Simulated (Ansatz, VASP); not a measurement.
# One calculation of PbS, two programs

```
Pb S
1.0
     0.00000    2.98539    2.98539
     2.98539    0.00000    2.98539
     2.98539    2.98539    0.00000
Pb S
1 1
Cartesian
  0.0000 0.0000 0.0000
  2.9854 2.9854 2.9854
```

Alike in both runs: task single point; functional PBEsol; k mesh 8 × 8 × 8; occupations fermi-dirac, width 0.05 eV; no spin polarisation.

|  | VASP | Ansatz |
| --- | --- | --- |
| version | VASP 6.6.1 | Ansatz 0.2.0 |
| potentials or method | VASP PAW PBE potentials, release 64 (Pb_d, S) | Ansatz PAW |
| plane-wave cutoff (eV) | 500 | 420 |
| valence electrons in the cell | 20 | 20 |

```tsv
	VASP	Ansatz	Ansatz less VASP
gap on the k mesh at the Fermi level (eV)	0.33	0.32	-0.006
least direct gap on the mesh (eV)	0.33	0.32	-0.006
pressure (GPa)	-2.0	-1.9	+0.05
```

VASP's potentials were made for PBE, not for PBEsol. With one functional, cell and mesh, what is left measures potentials, basis and numerics.

Spin-orbit coupling is off throughout.
